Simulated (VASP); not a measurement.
# Mg: relaxation of cell and atoms with PBE

Mg:

```xyz
1
Lattice="2.9500 0.0000 0.0000 0.0000 2.9500 0.0000 0.0000 0.0000 2.9500" Properties=species:S:1:pos:R:3 pbc="T T T"
Mg    0.0000    0.0000    0.0000
```

```
Program                : VASP 6.6.1
Task                   : relaxation of cell and atoms
Functional             : PBE
Potentials or basis    : VASP PAW PBE potentials, release 64 (Mg)
Cutoff                 : 600 eV
k mesh                 : 7 × 7 × 7
Occupations            : gaussian, width 0.1 eV
Spin                   : no spin polarisation
Target pressure        : 5 GPa
Dipole correction      : no
Further INCAR settings : ALGO = Normal; EDIFF = 1e-06; IBRION = 2; EDIFFG = -0.03; NSW = 80; ISIF = 3
```

```yaml
Relaxed_volume: 23.50 Å³/atom
Relaxed_cell: a = 2.864 Å, b = 2.864 Å, c = 2.864 Å, α = 90.00°, β = 90.00°, γ = 90.00°
Space_group_after_relaxing_to_0.05_Å: Pm-3m (No. 221)
Energy_change_on_relaxing_the_enthalpy_is_what_falls: +44.9 meV/atom
Ionic_steps: 3
Pressure_after_relaxing: 5.0 GPa
Band_gap_on_the_k_mesh: zero (band 1 reaches 5.21 eV, above the bottom of band 2 at 1.47 eV)
```

The path:
| step | energy change (eV) | largest force (eV/Å) | pressure (GPa) | volume (Å³) |
| --- | --- | --- | --- | --- |
| 1 | 0.0000 | 0.0000 | 1.84 | 25.67 |
| 2 | 0.0350 | 0.0000 | 4.40 | 23.84 |
| 3 | 0.0449 | 0.0000 | 4.99 | 23.50 |

Final structure:
```xyz
1
Lattice="2.8642 0.0000 0.0000 0.0000 2.8642 0.0000 0.0000 0.0000 2.8642" Properties=species:S:1:pos:R:3 pbc="T T T"
Mg    0.0000    0.0000    0.0000
```

Levels at points of the mesh, in eV from the Fermi level:
```
           k point  band 1  band 2  band 3  band 4  band 5
(0.00, 0.00, 0.00)   -6.76    8.72    8.72   10.69   10.69
```

It took 2.6 s on 1 thread of Intel(R) Xeon(R) 6975P-C (Granite Rapids) (shared host), peak memory 0.13 GiB.

Caveat: the cell is relaxed towards a set pressure, so the enthalpy falls and the energy may rise.
